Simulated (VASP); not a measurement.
# Y2SbN (P4/mmm) in VASP: further runs, part 2 of 2

VASP 6.6.1. The steps go on from the part before.

## Step 3: Relaxation of cell and atoms, PBEsol

This run uses another cell than the first one, of 22.18 Å³/atom, 0.996 times its volume.

Contents of INCAR:

```
ALGO = Normal
EDIFF = 1E-7
EDIFFG = -0.005
ENCUT = 600
GGA = PS
IBRION = 2
ISIF = 3
ISMEAR = 0
LASPH = True
LCHARG = False
LREAL = False
LWAVE = False
NELM = 100
NSW = 100
PREC = Accurate
SIGMA = 0.1
```

Contents of KPOINTS:

```
k-points
0
Gamma
  10 10 8
```

Contents of POSCAR:

```
Y2SbN
1.0
    3.9587368302      0.0000000000      0.0000000000
    0.0000000000      3.9587368302      0.0000000000
    0.0000000000      0.0000000000      5.6612280317
Y Sb N
2 1 1
Direct
    0.0000000000      0.0000000000      0.0000000000
    0.5000000000      0.5000000000      0.5000000000
    0.0000000000      0.0000000000      0.5000000000
    0.5000000000      0.5000000000      0.0000000000
```

Potentials or basis: VASP PAW PBE potentials, release 64 (Y_sv, Sb, N).

Launch:

```console
cat potpaw_PBE.64/Y_sv/POTCAR potpaw_PBE.64/Sb/POTCAR potpaw_PBE.64/N/POTCAR > POTCAR
mpirun -np 1 vasp_std > vasp.out
```

OUTCAR:

```text
EDIFF = 1E-7
   EDIFFG = -0.005
   ENCUT = 600
   GGA = PS
   IBRION = 2
   ISIF = 3
   ISMEAR = 0
   LASPH = True
   LREAL = False
   NELM = 100
   NSW = 100
   PREC = Accurate

 ion  position               nearest neighbor table
   1  0.000  0.000  0.000-   4 2.80   4 2.80   4 2.80   4 2.80   3 2.83   3 2.83   2 3.98   2 3.98
                             2 3.98   2 3.98   2 3.98   2 3.98   2 3.98   2 3.98
   2  0.500  0.500  0.500-   3 2.80   3 2.80   3 2.80   3 2.80   4 2.83   4 2.83   1 3.98   1 3.98
                             1 3.98   1 3.98   1 3.98   1 3.98   1 3.98   1 3.98
   3  0.000  0.000  0.500-   2 2.80   2 2.80   2 2.80   2 2.80   1 2.83   1 2.83
   4  0.500  0.500  0.000-   1 2.80   1 2.80   1 2.80   1 2.80   2 2.83   2 2.83

  LATTYP: Found a simple tetragonal cell.
 ALAT       =     3.9587368302
 C/A-ratio  =     1.4300592018

  Lattice vectors:

 A1 = (   3.9587368302,   0.0000000000,   0.0000000000)
 A2 = (   0.0000000000,   3.9587368302,   0.0000000000)
 A3 = (   0.0000000000,   0.0000000000,   5.6612280317)

Analysis of symmetry for initial positions (statically):
=====================================================================
 Subroutine PRICEL returns:
 Original cell was already a primitive cell.

 Routine SETGRP: Setting up the symmetry group for a
 simple tetragonal supercell.

 Subroutine GETGRP returns: Found 16 space group operations
 (whereof 16 operations were pure point group operations)
 out of a pool of 16 trial point group operations.

The static configuration has the point symmetry D_4h.

Analysis of symmetry for dynamics (positions and initial velocities):
=====================================================================
 Subroutine PRICEL returns:
 Original cell was already a primitive cell.

 Routine SETGRP: Setting up the symmetry group for a
 simple tetragonal supercell.

 Subroutine GETGRP returns: Found 16 space group operations
 (whereof 16 operations were pure point group operations)
[... 134 lines left out ...]
   IVDW    =     0    specifies the selected vdW correction
   LEPSILON=     F    determine dielectric tensor
   LRPA    =     F    only Hartree local field effects (RPA)
 conjugate gradient relaxation of ions
 non-spin polarized calculation
 Gauss-broadening in eV      SIGMA  =   0.10
  energy-cutoff  :      600.00
  volume of cell :       88.72
 maximum number of plane-waves:      2984
 NGX is ok and might be reduce to    32
   NGX = 15   NGY = 15   NGZ = 23

--------------------------------------- Ionic step        1  -------------------------------------------

 number of electron      31.9999999 magnetization

 Free energy of the ion-electron system (eV)
  ---------------------------------------------------
  ext. energy  EPLUGINS =         0.00000000
  ---------------------------------------------------
  free energy    TOTEN  =       -29.68113877 eV

  energy without entropy =      -29.67947040  energy(sigma->0) =      -29.68030459

------------------------ aborting loop because EDIFF is reached ----------------------------------------

  FORCE on cell =-STRESS in cart. coord.  units (eV):
  Direction    XX          YY          ZZ          XY          YZ          ZX
  --------------------------------------------------------------------------------------
  -------------------------------------------------------------------------------------
  Total        0.1752327      0.1752327      0.2050552      0.0000000     -0.0000000      0.0000000
  in kB        3.1644770      3.1644770      3.7030317      0.0000000     -0.0000000      0.0000000
  external PRESSURE =       3.3439952 kB  Pullay stress =       0.0000000 kB
[... 63 lines left out ...]
--------------------------------------- Ionic step        3  -------------------------------------------

 number of electron      32.0000000 magnetization

 Free energy of the ion-electron system (eV)
  ---------------------------------------------------
  ext. energy  EPLUGINS =         0.00000000
  ---------------------------------------------------
  free energy    TOTEN  =       -29.68150622 eV

  energy without entropy =      -29.67985325  energy(sigma->0) =      -29.68067973

 E-fermi :   4.7570     XC(G=0): -10.3243

 val. band max:        4.7568584677   @ k =   0.1000   0.0000   0.0000
 cond. band min:       4.8113653309   @ k =   0.3000   0.3000   0.0000
 fundamental gap:      0.0545068632
 Fermi energy:         4.7569549460

 k-point     1 :       0.0000    0.0000    0.0000
  band No.  band energies     occupation
      1     -37.7176      2.00000
      2     -37.3054      2.00000
      3     -17.9386      2.00000
      4     -17.5930      2.00000
      5     -17.5930      2.00000
      6     -17.4430      2.00000
[... 541 lines left out ...]
     19       6.7068      0.00000
     20       7.1625      0.00000

 [... further k-points ...]

------------------------ aborting loop because EDIFF is reached ----------------------------------------

  FORCE on cell =-STRESS in cart. coord.  units (eV):
  Direction    XX          YY          ZZ          XY          YZ          ZX
  --------------------------------------------------------------------------------------
  -------------------------------------------------------------------------------------
  Total       -0.0038760     -0.0038760      0.0056561      0.0000000     -0.0000000      0.0000000
  in kB       -0.0697196     -0.0697196      0.1017405      0.0000000     -0.0000000      0.0000000
  external PRESSURE =      -0.0125663 kB  Pullay stress =       0.0000000 kB
[... 19 lines left out ...]
  FREE ENERGIE OF THE ION-ELECTRON SYSTEM (eV)
  ---------------------------------------------------
  free  energy   TOTEN  =       -29.6815062157 eV

  energy  without entropy=      -29.6798532471  energy(sigma->0) =      -29.68067973

 reached required accuracy - stopping structural energy minimisation
```

OSZICAR:

```text
N       E                     dE             d eps       ncg     rms          rms(c)
DAV:   1     0.186295815629E+03    0.18630E+03   -0.16656E+04  4200   0.168E+03
DAV:   2    -0.152226481787E+02   -0.20152E+03   -0.19289E+03  5080   0.342E+02
DAV:   3    -0.328811238485E+02   -0.17658E+02   -0.17207E+02  7076   0.773E+01
[... 35 lines left out ...]
DAV:   7    -0.296815047205E+02    0.36192E-05   -0.12386E-05  6492   0.170E-02    0.595E-03
DAV:   8    -0.296815057196E+02   -0.99909E-06   -0.66123E-07  5512   0.515E-03    0.389E-03
DAV:   9    -0.296815060163E+02   -0.29670E-06   -0.36594E-07  4632   0.266E-03    0.127E-03
DAV:  10    -0.296815062090E+02   -0.19278E-06   -0.67928E-08  2956   0.169E-03    0.245E-04
DAV:  11    -0.296815062157E+02   -0.66379E-08   -0.25404E-08  2720   0.938E-04
   3 F= -.29681506E+02 E0= -.29680680E+02  d E =-.367445E-03
```

It took 7.5 min on 1 thread of AMD EPYC 7R43 (Zen 3), shared host; peak memory 0.38 GiB.

Results:

```
Free energy                            : -29.6815 eV
Relaxed volume                         : 22.27 Å³/atom
Relaxed cell                           : a = 3.964 Å, b = 3.964 Å, c = 5.669 Å, α = 90.00°, β = 90.00°, γ = 90.00°
Space group after relaxing (to 0.05 Å) : P4/mmm (No. 123)
Energy gained by relaxing              : 0.1 meV/atom
Ionic steps                            : 3
Pressure after relaxing                : 0.0 GPa
Band gap on the k mesh                 : zero (band 16 reaches 5.42 eV, above the bottom of band 17 at 4.28 eV)
```

Step by step:
```csv
step,energy change (eV),largest force (eV/Å),pressure (GPa),volume (Å³)
1,0.0000,0.0000,0.33,88.72
2,-0.0002,0.0000,-0.23,89.32
3,-0.0004,0.0000,0.00,89.07
```

Final structure:
```
CELL_PARAMETERS angstrom
3.96366 0.00000 0.00000
0.00000 3.96366 0.00000
0.00000 0.00000 5.66947
ATOMIC_POSITIONS crystal
Y 0.00000 0.00000 0.00000
Y 0.50000 0.50000 0.50000
Sb 0.00000 0.00000 0.50000
N 0.50000 0.50000 0.00000
```

Levels at points of the mesh, in eV from the Fermi level:
| k point | band 13 | band 14 | band 15 | band 16 | band 17 | band 18 | band 19 | band 20 |
| --- | --- | --- | --- | --- | --- | --- | --- | --- |
| (0.00, 0.00, 0.00) | -0.62 | -0.62 | 0.22 | 0.66 | 0.66 | 1.55 | 1.55 | 1.80 |
| (0.50, 0.00, 0.00) | -2.14 | -2.09 | -1.65 | -1.45 | 2.38 | 2.79 | 3.08 | 3.45 |
| (0.50, 0.50, 0.00) | -0.72 | -0.63 | -0.63 | -0.48 | -0.48 | -0.44 | 3.13 | 3.40 |
| (0.00, 0.00, 0.50) | -0.66 | -0.66 | -0.38 | -0.24 | -0.24 | 1.09 | 2.53 | 2.56 |
| (0.50, 0.00, 0.50) | -2.30 | -1.88 | -1.72 | -1.58 | 3.05 | 3.35 | 3.62 | 3.66 |
| (0.50, 0.50, 0.50) | -2.55 | -1.81 | -1.81 | -1.65 | 2.00 | 2.00 | 3.18 | 3.18 |

Caveat: the PAW data sets were made with another functional, which shifts forces and pressure a little; spin-orbit coupling is left out, which moves the levels of the heavy elements.

## Step 4: Single point, PBEsol

This run uses another cell than the first one, of 22.18 Å³/atom, 0.996 times its volume.

Contents of INCAR:

```
PREC     = Accurate       # precision mode
ENCUT    = 520            # plane-wave cutoff, eV
EDIFF    = 1E-6           # SCF threshold, eV
ISMEAR   = 0              # smearing method
SIGMA    = 0.1            # smearing width, eV
LREAL    = False          # projectors in reciprocal space
LASPH    = True           # aspherical terms in the spheres
NELM     = 100            # most SCF steps
ALGO     = Normal         # electronic algorithm
ISIF     = 2              # what is computed and relaxed
LWAVE    = False          # write WAVECAR
LCHARG   = False          # write CHGCAR
GGA      = PS             # functional
NBANDS   = 24             # bands
```

Contents of KPOINTS:

```
regular mesh
0
Gamma
  6 6 4
```

POSCAR is that of step 3.

Launch:

```console
cat potpaw_PBE.64/Y_sv/POTCAR potpaw_PBE.64/Sb/POTCAR potpaw_PBE.64/N/POTCAR > POTCAR
mpirun -np 1 vasp_std > vasp.out
```

Run time: 60 s. Hardware: 1 thread of AMD EPYC 7R43 (Zen 3), shared host; peak memory 0.2 GiB.

The run converged. Its results:

* Free energy: -29.6788 eV
* Pressure: 0.3 GPa
* Band gap on the k mesh: zero (band 16 reaches 5.45 eV, above the bottom of band 17 at 4.30 eV)

Stress tensor (GPa, compression positive):
```
0.23 0.00 0.00
0.00 0.23 0.00
0.00 0.00 0.47
```

Levels at points of the mesh, in eV from the Fermi level:
| k point | band 12 | band 13 | band 14 | band 15 | band 16 | band 17 | band 18 | band 19 | band 20 | band 21 |
| --- | --- | --- | --- | --- | --- | --- | --- | --- | --- | --- |
| (0.00, 0.00, 0.00) | -0.55 | -0.48 | -0.48 | 0.36 | 0.81 | 0.81 | 1.70 | 1.70 | 1.95 | 2.15 |
| (0.50, 0.00, 0.00) | -2.37 | -2.00 | -1.95 | -1.52 | -1.32 | 2.52 | 2.94 | 3.24 | 3.62 | 3.86 |
| (0.50, 0.50, 0.00) | -2.39 | -0.59 | -0.49 | -0.49 | -0.34 | -0.34 | -0.29 | 3.29 | 3.57 | 4.19 |
| (0.00, 0.00, 0.50) | -1.81 | -0.52 | -0.52 | -0.24 | -0.09 | -0.09 | 1.24 | 2.69 | 2.72 | 3.51 |
| (0.50, 0.00, 0.50) | -3.99 | -2.16 | -1.75 | -1.59 | -1.45 | 3.20 | 3.51 | 3.78 | 3.82 | 3.85 |
| (0.50, 0.50, 0.50) | -2.40 | -2.40 | -1.68 | -1.68 | -1.52 | 2.15 | 2.15 | 3.34 | 3.34 | 4.19 |

Caveat: the PAW data sets were made with another functional, which shifts forces and pressure a little; spin-orbit coupling is left out, which moves the levels of the heavy elements.

## Step 5: Summary

```tsv
task	cell	k mesh	cutoff (eV)	gap on the mesh (eV)	pressure (GPa)
single point	a = 3.965, b = 3.965, c = 5.669 Å, 4 atoms	10 × 10 × 8	520	none	0.0
relaxation of cell and atoms	relaxed from a = 3.959, b = 3.959, c = 5.661 Å, 4 atoms	10 × 10 × 8	600	none	0.0
single point	a = 3.959, b = 3.959, c = 5.661 Å, 4 atoms	6 × 6 × 4	520	none	0.3
```

Alike in all rows: level PBEsol; potentials or basis VASP PAW PBE potentials, release 64 (Y_sv, Sb, N); no spin polarisation; smearing gaussian 0.1 eV.

Caveats: the PAW data sets were made with another functional, which shifts forces and pressure a little; spin-orbit coupling is left out, which moves the levels of the heavy elements.

Absolute energies hang on the potentials; compare differences alone.
